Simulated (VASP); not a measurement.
A run of VASP 6.6.1 is set up as follows.

File POSCAR:

```
Mg2Ge
1.0
    0.0000000000      3.1831056354      3.1831056354
    3.1831056354      0.0000000000      3.1831056354
    3.1831056354      3.1831056354      0.0000000000
Mg Ge
2 1
Direct
    0.7500000000      0.7500000000      0.7500000000
    0.2500000000      0.2500000000      0.2500000000
    0.0000000000      0.0000000000      0.0000000000
```

File INCAR.step1:

```
ALGO = Normal
EDIFF = 1E-5
ENCUT = 520
GGA = PE
GGA_COMPAT = F
ISIF = 2
ISMEAR = -1
LASPH = T
LREAL = F
LWAVE = T
NBANDS = 16
NELM = 120
PREC = Accurate
SIGMA = 0.02
```

Contents of INCAR.step2:

```
ALGO = Normal
EDIFF = 1E-6
ENCUT = 520
GGA = PE
GGA_COMPAT = F
HFSCREEN = 0.2079
ISIF = 2
ISMEAR = -1
ISTART = 1
LASPH = T
LCHARG = T
LELF = T
LHFCALC = T
LREAL = F
LVHAR = T
LWAVE = F
NBANDS = 16
NELM = 120
PREC = Accurate
PRECFOCK = Normal
SIGMA = 0.02
```

File KPOINTS:

```
k-points
0
Gamma
  6 6 6
```

Potentials or basis: VASP PAW PBE potentials, release 64 (Mg, Ge_d).

Launch:

```sh
$ cat potpaw_PBE.64/Mg/POTCAR potpaw_PBE.64/Ge_d/POTCAR > POTCAR
$ cp INCAR.step1 INCAR
$ mpirun -np 1 vasp_std > vasp.out
$ cp INCAR.step2 INCAR
$ mpirun -np 1 vasp_std > vasp.out
```

(1) Estimate the pressure.

(2) Estimate the band gap on the k mesh.

Answers

(1) 0.3 GPa.

(2) 0.51 eV (least direct gap 1.74 eV).

Caveat: the PAW data sets were made with another functional, which shifts forces and pressure a little.
